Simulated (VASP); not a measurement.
Write the native input for VASP 6.6.1 that does the following.

```
Task                   : single point
Functional             : PBE
Potentials or basis    : VASP PAW PBE potentials, release 64 (Pt, Sb)
Cutoff                 : 520 eV
k mesh                 : 10 × 10 × 6
Occupations            : gaussian, width 0.05 eV
Spin                   : no spin polarisation
Dipole correction      : no
Further INCAR settings : ALGO = Normal; EDIFF = 1e-06; NBANDS = 17
```

The structure of Sb2Pt lies in POSCAR:

```
Sb2Pt
1.0
    4.0599872515      0.0000000000      0.0000000000
   -2.0299936257      3.5160520988      0.0000000000
    0.0000000000      0.0000000000      5.2259058719
Pt Sb
1 2
Direct
    0.0000000000      0.0000000000      0.0000000000
    0.3333333333      0.6666666667      0.2584105895
    0.6666666667      0.3333333333      0.7415894105
```

The input as run:

INCAR

```
SYSTEM = Sb2Pt
  PREC = Accurate
  ENCUT = 520
  EDIFF = 1E-6
  ISMEAR = 0
  SIGMA = 0.05
  LREAL = .False.
  LASPH = .True.
  NELM = 100
  ALGO = Normal
  ISIF = 2
  LWAVE = .False.
  LCHARG = .True.
  GGA = PE
  LELF = .True.
  LVHAR = .True.
  NBANDS = 17
```

KPOINTS

```
Automatic mesh
0
Gamma
  10 10 6
  0 0 0
```

Potentials or basis: VASP PAW PBE potentials, release 64 (Pt, Sb).

Launch:

```console
$ cat potpaw_PBE.64/Pt/POTCAR potpaw_PBE.64/Sb/POTCAR > POTCAR
$ mpirun -np 1 vasp_std > vasp.out
```

It gave:

```json
{
 "Pressure": "-0.3 GPa",
 "Largest force": "0.019 eV/Å",
 "Band gap on the k mesh": "zero (bands 10 and 11 overlap by 3.12 eV)"
}
```

Caveat: spin-orbit coupling is left out, which moves the levels of the heavy elements.

It took 110 s on 1 thread of Intel Xeon 8259CL, on a shared host, peak memory 0.25 GiB.
